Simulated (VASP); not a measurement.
A run of VASP 6.6.1:

Contents of INCAR:

```
  PREC = Accurate
  ENCUT = 520
  EDIFF = 1E-6
  ISMEAR = 0
  SIGMA = 0.05
  LREAL = F
  LASPH = T
  NELM = 80
  ALGO = Normal
  ISIF = 2
  LWAVE = F
  LCHARG = T
  GGA = CA
  LELF = T
  LVHAR = T
  NBANDS = 16
```

Contents of KPOINTS:

```
regular mesh
0
Gamma
  8 8 8
```

File POSCAR:

```
GaP
1.0
    0.0000000000      2.8478862500      2.7252500000
    2.7252500000      0.0000000000      2.7252500000
    2.7252500000      2.8478862500      0.0000000000
Ga P
1 1
Direct
    0.0000000000      0.0000000000      0.0000000000
    0.7500000000      0.7500000000      0.7500000000
```

Potentials or basis: VASP PAW LDA potentials, release 64 (Ga_d, P).

The run is started by

```sh
$ cat potpaw_LDA.64/Ga_d/POTCAR potpaw_LDA.64/P/POTCAR > POTCAR
$ mpirun -np 1 vasp_std > vasp.out
```

Hardware: 1 thread of Intel(R) Xeon(R) 6975P-C (Granite Rapids), on a shared host.

Task: Estimate the wall time of this run.

Result: Wall time 16 s on 1 thread of Intel(R) Xeon(R) 6975P-C (Granite Rapids), with other jobs on the host, peak memory 0.17 GiB. Counts: scf iterations 12, k points 59.
